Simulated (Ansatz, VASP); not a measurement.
**Two plane-wave programs on SrTiO3**

File INCAR:

```
SYSTEM = SrTiO3
PREC     = Accurate       ! precision mode
ENCUT    = 520            ! plane-wave cutoff, eV
EDIFF    = 1E-8           ! SCF threshold, eV
ISMEAR   = -1             ! smearing method
SIGMA    = 0.05           ! smearing width, eV
LREAL    = .False.        ! projectors in reciprocal space
LASPH    = .True.         ! aspherical terms in the spheres
NELM     = 80             ! most SCF steps
ALGO     = Normal         ! electronic algorithm
ISIF     = 2              ! what is computed and relaxed
LWAVE    = .False.        ! write WAVECAR
LCHARG   = .False.        ! write CHGCAR
GGA      = PE             ! functional
LEFG     = .True.       
NBANDS   = 28             ! bands
```

The input KPOINTS:

```
regular mesh
0
Gamma
  7 7 7
  0 0 0
```

POSCAR

```
SrTiO3
1.0
    3.9050000000      0.0000000000      0.0000000000
    0.0000000000      3.9050000000      0.0000000000
    0.0000000000      0.0000000000      3.7878500000
Sr Ti O
1 1 3
Direct
    0.0000000000      0.0000000000      0.0000000000
    0.5000000000      0.5000000000      0.5000000000
    0.0000000000      0.5000000000      0.5000000000
    0.5000000000      0.0000000000      0.5000000000
    0.5000000000      0.5000000000      0.0000000000
```

Input for Ansatz:

```yaml
crystal:
  lattice:
    - [3.905, 0.0, 0.0]
    - [0.0, 3.905, 0.0]
    - [0.0, 0.0, 3.78785]
  atoms:
    - { symbol: Sr, position: [0.0, 0.0, 0.0] }
    - { symbol: Ti, position: [0.5, 0.5, 0.5] }
    - { symbol: O, position: [0.0, 0.5, 0.5] }
    - { symbol: O, position: [0.5, 0.0, 0.5] }
    - { symbol: O, position: [0.5, 0.5, 0.0] }
kpoints:
  mp_grid: { grid: [7, 7, 7] }
scf:
  occupations: { method: fermi_dirac, width: 0.05 }
hamiltonian:
  xc: pbe
  pseudopotentials: { kind: paw }
output:
  forces: true
  stress: true
  eigenvalues: true
  efg: { contact_densities: true }
  write_density: true
  write_potential: true
  elf: true
  volumetric_format: npy
```

Change from the starting cell: zz strain of -3 %, PAW files.

Alike in both runs: task electric field gradients; functional PBE; k mesh 7 × 7 × 7; occupations fermi-dirac, width 0.05 eV; no spin polarisation.

|  | VASP | Ansatz |
| --- | --- | --- |
| version | VASP 6.6.1 | Ansatz 0.2.0 |
| potentials or method | VASP PAW PBE potentials, release 64 (Sr_sv, Ti_sv, O) | PAW with Ansatz's default frozen-core files, scalar-relativistic |
| plane-wave cutoff (eV) | 520 | 420 |
| valence electrons in the cell | 40 | 40 |

|  | VASP | Ansatz | Ansatz less VASP |
| --- | --- | --- | --- |
| gap on the k mesh at the Fermi level (eV) | 1.94 | 1.98 | +0.035 |
| pressure (GPa) | 11.5 | 10.8 | -0.71 |
| traceless stress, the component that is largest in VASP (GPa) | 5.92 | 5.84 | -0.081 |
| size of Vzz on the site where it differs most (V/Å²) | 12.8 | 14.2 | +1.38 |

The functional is the same, so the differences come from potentials, cutoffs and numerics.
